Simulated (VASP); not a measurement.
Here is a VASP 6.6.1 calculation.

The input POSCAR:

```
SnSe
1.0
    0.0000000000      2.9120497591      3.0253233071
    2.9120497591      0.0000000000      3.0253233071
    2.9120497591      2.9120497591      0.0000000000
Sn Se
1 1
Direct
    0.0000000000      0.0000000000      0.0000000000
    0.5000000000      0.5000000000      0.5000000000
```

The input INCAR.step1:

```
SYSTEM = SnSe
PREC = Accurate
ENCUT = 400
EDIFF = 1E-5
ISMEAR = -1
SIGMA = 0.02
LREAL = .FALSE.
LASPH = .TRUE.
NELM = 120
ALGO = Normal
ISIF = 2
LWAVE = .TRUE.
NBANDS = 17
GGA = PE
GGA_COMPAT = .FALSE.
```

INCAR.step2

```
SYSTEM = SnSe
PREC = Accurate
ENCUT = 400
EDIFF = 1E-6
ISMEAR = -1
SIGMA = 0.02
LREAL = .FALSE.
LASPH = .TRUE.
NELM = 120
ALGO = Normal
ISIF = 2
LWAVE = .FALSE.
LCHARG = .TRUE.
GGA = PE
LHFCALC = .TRUE.
HFSCREEN = 0.2079
PRECFOCK = Normal
LELF = .TRUE.
LVHAR = .TRUE.
NBANDS = 17
ISTART = 1
GGA_COMPAT = .FALSE.
```

Contents of KPOINTS:

```
regular mesh
0
G
  6 6 6
  0 0 0
```

Potentials or basis: VASP PAW PBE potentials, release 64 (Sn_d, Se).

Launch:

```bash
$ cat potpaw_PBE.64/Sn_d/POTCAR potpaw_PBE.64/Se/POTCAR > POTCAR
$ cp INCAR.step1 INCAR
$ mpirun -np 1 vasp_std > vasp.out
$ cp INCAR.step2 INCAR
$ mpirun -np 1 vasp_std > vasp.out
```

(1) What does it give for the band gap on the k mesh?

(2) Predict the pressure.

## Answers

(1) 0.77 eV.

(2) 3.1 GPa.

Caveat: the cell differs from its parent crystal (epitaxial xy strain -3.0%); the stress differs along the axes, from -1 to 5 GPa; the structure was generated, so it needn't be the stable form of SnSe; the PAW data sets were made with another functional, which shifts forces and pressure a little; spin-orbit coupling is left out, which moves the levels of the heavy elements.
